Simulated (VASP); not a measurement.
# MgO (F-43m) in VASP: single point with LDA

Aim: the single point of MgO with LDA.

All numbers are computed with VASP 6.6.1; they aren't measurements. Logs are shortened: lines on timing, memory, paths and dates and some standing lists are left out, and cuts for length are marked.

**1. The cell of the first run**

Symmetry: F-43m, No. 216, cubic system. Conventional cell: a = 4.613 Å, b = 4.613 Å, c = 4.613 Å, α = 90.00°, β = 90.00°, γ = 90.00°. Mg (site symmetry -43m) has 4 O at 2.00 Å within 2.6 Å. Within 2.6 Å of O (site symmetry -43m) lie 4 Mg at 2.00 Å.

**2. Single point, LDA**

File INCAR:

```
PREC = Accurate
ENCUT = 840
EDIFF = 1E-6
ISMEAR = 0
SIGMA = 0.02
LREAL = False
LASPH = True
NELM = 120
ALGO = Normal
ISIF = 2
LWAVE = False
LCHARG = False
NBANDS = 15
GGA_COMPAT = False
```

File KPOINTS:

```
regular mesh
0
Gamma
  8 8 8
```

File POSCAR:

```
MgO
1.0
    0.0000000000      2.3063300250      2.3063300250
    2.3063300250      0.0000000000      2.3063300250
    2.3063300250      2.3063300250      0.0000000000
Mg O
1 1
Direct
    0.0000000000      0.0000000000      0.0000000000
    0.2500000000      0.2500000000      0.2500000000
```

Potentials or basis: VASP PAW LDA potentials, release 64 (Mg_sv, O).

On the command line:

```bash
cat potpaw_LDA.64/Mg_sv/POTCAR potpaw_LDA.64/O/POTCAR > POTCAR
mpirun -np 1 vasp_std > vasp.out
```

OUTCAR:

```text
PREC = Accurate
   ENCUT = 840
   EDIFF = 1E-6
   ISMEAR = 0
   LREAL = False
   LASPH = True
   NELM = 120
   ISIF = 2

 ion  position               nearest neighbor table
   1  0.000  0.000  0.000-   2 2.00   2 2.00   2 2.00   2 2.00
   2  0.250  0.250  0.250-   1 2.00   1 2.00   1 2.00   1 2.00

  LATTYP: Found a face centered cubic cell.
 ALAT       =     4.6126600500

  Lattice vectors:

 A1 = (   0.0000000000,   2.3063300250,   2.3063300250)
 A2 = (   2.3063300250,   0.0000000000,   2.3063300250)
 A3 = (   2.3063300250,   2.3063300250,   0.0000000000)

Analysis of symmetry for initial positions (statically):
=====================================================================
 Subroutine PRICEL returns:
 Original cell was already a primitive cell.

 Routine SETGRP: Setting up the symmetry group for a
 face centered cubic supercell.

 Subroutine GETGRP returns: Found 24 space group operations
 (whereof 24 operations were pure point group operations)
 out of a pool of 48 trial point group operations.

The static configuration has the point symmetry T_d .

Analysis of symmetry for dynamics (positions and initial velocities):
=====================================================================
 Subroutine PRICEL returns:
 Original cell was already a primitive cell.

 Routine SETGRP: Setting up the symmetry group for a
 face centered cubic supercell.

 Subroutine GETGRP returns: Found 24 space group operations
 (whereof 24 operations were pure point group operations)
 out of a pool of 48 trial point group operations.

The dynamic configuration has the point symmetry T_d .

 Subroutine INISYM returns: Found 24 space group operations
 (whereof 24 operations are pure point group operations),
 and found     1 'primitive' translations

----------------------------------------------------------------------------------------

                                     Primitive cell

  volume of cell :      24.5355

  direct lattice vectors                    reciprocal lattice vectors
     0.000000000  2.306330025  2.306330025    -0.216794645  0.216794645  0.216794645
     2.306330025  0.000000000  2.306330025     0.216794645 -0.216794645  0.216794645
     2.306330025  2.306330025  0.000000000     0.216794645  0.216794645 -0.216794645

  length of vectors
     3.261643201  3.261643201  3.261643201     0.375499341  0.375499341  0.375499341

  position of ions in fractional coordinates (direct lattice)
     0.000000000  0.000000000  0.000000000
     0.250000000  0.250000000  0.250000000

  ion indices of the primitive-cell ions
   primitive index   ion index
                 1           1
                 2           2

----------------------------------------------------------------------------------------

 KPOINTS: regular mesh

Automatic generation of k-mesh.
 Grid dimensions read from file:
 generate k-points for:    8    8    8

 Generating k-lattice:

  Cartesian coordinates                     Fractional coordinates (reciprocal lattice)
    -0.027099331  0.027099331  0.027099331     0.125000000  0.000000000  0.000000000
     0.027099331 -0.027099331  0.027099331     0.000000000  0.125000000  0.000000000
     0.027099331  0.027099331 -0.027099331     0.000000000  0.000000000  0.125000000

  Length of vectors
     0.046937418  0.046937418  0.046937418

  Shift w.r.t. Gamma in fractional coordinates (k-lattice)
     0.000000000  0.000000000  0.000000000

 Subroutine IBZKPT returns following result:
 ===========================================

 Found     29 irreducible k-points:

 Following reciprocal coordinates:
            Coordinates               Weight
  0.000000  0.000000  0.000000      1.000000
  0.125000  0.000000  0.000000      8.000000
  0.250000  0.000000  0.000000      8.000000
  0.375000  0.000000  0.000000      8.000000
  0.500000  0.000000  0.000000      4.000000
  0.125000  0.125000  0.000000      6.000000
[... 16 lines left out ...]
  0.500000  0.250000  0.125000     48.000000
 -0.375000  0.250000  0.125000     24.000000
 [... further k-points ...]
   k-points           NKPTS =     29   k-points in BZ     NKDIM =     29   number of bands    NBANDS=     15
   number of dos      NEDOS =    301   number of ions     NIONS =      2
   total plane-waves  NPLWV =  32768
   dimension x,y,z NGX =    32 NGY =   32 NGZ =   32
   dimension x,y,z NGXF=    64 NGYF=   64 NGZF=   64
   ions per type =               1   1
   NGX,Y,Z   is equivalent  to a cutoff of  16.31, 16.31, 16.31 a.u.
   NGXF,Y,Z  is equivalent  to a cutoff of  32.62, 32.62, 32.62 a.u.
 SYSTEM =  unknown system
   PREC   = accura    normal or accurate (medium, high low for compatibility)
   ISTART =      0    job   : 0-new  1-cont  2-samecut
   ICHARG =      2    charge: 1-file 2-atom 10-const
   ISPIN  =      1    spin polarized calculation?
   LNONCOLLINEAR =      F non collinear calculations
   LSORBIT =      F    spin-orbit coupling
   LASPH  =      T    aspherical Exc in radial PAW
   ENCUT  =  840.0 eV  61.74 Ry    7.86 a.u.   7.71  7.71  7.71*2*pi/ulx,y,z
   NELM   =    120;   NELMIN=  2; NELMDL= -5     # of ELM steps
   EDIFF  = 0.1E-05   stopping-criterion for ELM
   LREAL  =      F    real-space projection
   EDIFFG = 0.1E-04   stopping-criterion for IOM
   NSW    =      0    number of steps for IOM
   IBRION =     -1    ionic relax: 0-MD 1-quasi-New 2-CG
   NFREE  =      0    steps in history (QN), initial steepest desc. (CG)
   ISIF   =      2    stress and relaxation
   ISYM   =      2    0-nonsym 1-usesym 2-fastsym
   POTIM  = 0.5000    time-step for ionic-motion
   TEBEG  =    0.0;   TEEND  =   0.0 temperature during run
   PSTRESS=    0.0 pullay stress
   NELECT =      16.0000    total number of electrons
   NUPDOWN=      -1.0000    fix difference up-down
   EMIN   =  10.00;   EMAX   =-10.00  energy-range for DOS
   EFERMI =   0.00;   METHOD = LEGACY
   ISMEAR =     0;   SIGMA  =   0.02  broadening in eV -4-tet -1-fermi 0-gaus
   EFERMI_NEDOS =   21; number of points for ismear=-14 and -15
   IALGO  =     38    algorithm
   IMIX   =      4    mixing-type and parameters
     AMIX     =   0.40;   BMIX     =  1.00
     AMIX_MAG =   1.60;   BMIX_MAG =  1.00
  volume/ion in A,a.u.               =      12.27        82.79
  Fermi-wavevector in a.u.,A,eV,Ry     =   1.419657  2.682762 27.421529  2.015425
  Thomas-Fermi vector in A             =   2.540654
   LORBIT       =      0    0 simple, 1 ext, 2 COOP (PROOUT), +10 PAW based schemes
   GGA     = CA    functional components
   LHFCALC =     F    Hartree Fock is set to
   AEXX    =    0.0000 exact exchange contribution
   IVDW    =     0    specifies the selected vdW correction
   LEPSILON=     F    determine dielectric tensor
   LRPA    =     F    only Hartree local field effects (RPA)
 non-spin polarized calculation
 Gauss-broadening in eV      SIGMA  =   0.02
  energy-cutoff  :      840.00
  volume of cell :       24.54
 maximum number of plane-waves:      1380
   NGX = 15   NGY = 15   NGZ = 15

 number of electron      16.0000002 magnetization

 Free energy of the ion-electron system (eV)
  ---------------------------------------------------
  ext. energy  EPLUGINS =         0.00000000
  ---------------------------------------------------
  free energy    TOTEN  =       -12.85222475 eV

  energy without entropy =      -12.85222475  energy(sigma->0) =      -12.85222475

 E-fermi :   0.3343     XC(G=0): -10.3642

 val. band max:        0.0549781010   @ k =   0.0000   0.0000   0.0000
 cond. band min:       3.4372472968   @ k =   0.0000   0.0000   0.0000
 fundamental gap:      3.3822691958
 Fermi energy:         0.3342732729

 k-point     1 :       0.0000    0.0000    0.0000
  band No.  band energies     occupation
      1     -70.6489      2.00000
      2     -38.1329      2.00000
      3     -38.1329      2.00000
      4     -38.1329      2.00000
      5     -15.4427      2.00000
      6       0.0550      2.00000
      7       0.0550      2.00000
      8       0.0550      2.00000
      9       3.4372      0.00000
     10      16.2318      0.00000
     11      16.2318      0.00000
     12      16.2318      0.00000
     13      19.8214      0.00000
     14      19.8214      0.00000
     15      19.8643      0.00000

 k-point     2 :       0.1250    0.0000    0.0000
  band No.  band energies     occupation
      1     -70.6485      2.00000
      2     -38.1385      2.00000
      3     -38.1337      2.00000
      4     -38.1337      2.00000
      5     -15.3497      2.00000
      6      -0.6366      2.00000
      7       0.0271      2.00000
      8       0.0271      2.00000
      9       4.2517      0.00000
     10      14.9757      0.00000
     11      16.1763      0.00000
     12      16.1763      0.00000
     13      18.2521      0.00000
     14      18.2521      0.00000
     15      19.2013      0.00000

 k-point     3 :       0.2500    0.0000    0.0000
  band No.  band energies     occupation
      1     -70.6474      2.00000
      2     -38.1521      2.00000
      3     -38.1355      2.00000
      4     -38.1355      2.00000
      5     -15.1168      2.00000
      6      -1.7733      2.00000
      7      -0.0386      2.00000
      8      -0.0386      2.00000
      9       5.7547      0.00000
     10      12.7604      0.00000
     11      15.3375      0.00000
     12      15.3375      0.00000
     13      18.6471      0.00000
     14      18.6471      0.00000
     15      18.7479      0.00000
[... 343 lines left out ...]
 k-point    23 :       0.5000    0.2500    0.1250
  band No.  band energies     occupation
      1     -70.6458      2.00000
      2     -38.1636      2.00000
      3     -38.1463      2.00000
      4     -38.1400      2.00000
      5     -14.7467      2.00000
      6      -2.3325      2.00000
      7      -0.8390      2.00000
      8      -0.2935      2.00000
      9       7.6690      0.00000
     10      10.7172      0.00000
     11      12.9920      0.00000
     12      14.8449      0.00000
     13      18.2738      0.00000
     14      20.8406      0.00000
     15      22.8799      0.00000

 k-point    24 :      -0.3750    0.2500    0.1250
  band No.  band energies     occupation
      1     -70.6454      2.00000
      2     -38.1668      2.00000
      3     -38.1477      2.00000
      4     -38.1411      2.00000
      5     -14.6626      2.00000
      6      -2.4782      2.00000
      7      -0.9434      2.00000
      8      -0.3638      2.00000
      9       8.3148      0.00000
     10       9.9212      0.00000
     11      12.9789      0.00000
     12      14.6424      0.00000
     13      19.2062      0.00000
     14      20.2531      0.00000
     15      23.3181      0.00000

 [... further k-points ...]

------------------------ aborting loop because EDIFF is reached ----------------------------------------

  FORCE on cell =-STRESS in cart. coord.  units (eV):
  Direction    XX          YY          ZZ          XY          YZ          ZX
  --------------------------------------------------------------------------------------
  -------------------------------------------------------------------------------------
  Total       -1.0341835     -1.0341835     -1.0341835      0.0000000      0.0000000      0.0000000
  in kB      -67.5326554    -67.5326554    -67.5326554      0.0000000      0.0000000      0.0000000
  external PRESSURE =     -67.5326554 kB  Pullay stress =       0.0000000 kB

 VOLUME and BASIS-vectors are now :
 -----------------------------------------------------------------------------
  energy-cutoff  :      840.00
  volume of cell :       24.54
      direct lattice vectors                 reciprocal lattice vectors
     0.000000000  2.306330025  2.306330025    -0.216794645  0.216794645  0.216794645
     2.306330025  0.000000000  2.306330025     0.216794645 -0.216794645  0.216794645
     2.306330025  2.306330025  0.000000000     0.216794645  0.216794645 -0.216794645

 POSITION                                       TOTAL-FORCE (eV/Angst)
 -----------------------------------------------------------------------------------
      0.00000      0.00000      0.00000         0.000000      0.000000      0.000000
      1.15317      1.15317      1.15317        -0.000000     -0.000000     -0.000000
 -----------------------------------------------------------------------------------
    total drift:                                0.000000      0.000000      0.000000

  FREE ENERGIE OF THE ION-ELECTRON SYSTEM (eV)
  ---------------------------------------------------
  free  energy   TOTEN  =       -12.8522247464 eV

  energy  without entropy=      -12.8522247464  energy(sigma->0) =      -12.85222475
```

Wall time 14 s (1 thread of Intel Xeon Platinum 8259CL at 2.50GHz (Skylake/Cascade Lake), shared host); peak memory 0.16 GiB.

What came out:

```yaml
Free_energy: -12.8522 eV
Pressure: -6.8 GPa
Band_gap_on_the_k_mesh: 3.38 eV
```

Levels at points of the mesh, in eV from the valence-band top:
```tsv
k point	band 5	band 6	band 7	band 8	band 9	band 10	band 11	band 12
(0.00, 0.00, 0.00)	-15.50	0.00	0.00	0.00	3.38	16.18	16.18	16.18
(0.50, 0.00, 0.00)	-14.82	-3.00	-0.18	-0.18	8.40	9.31	14.14	14.14
(0.50, 0.50, 0.00)	-14.62	-2.49	-0.73	-0.73	6.02	11.17	13.42	16.03
```

Caveat: the cell stands under tension.
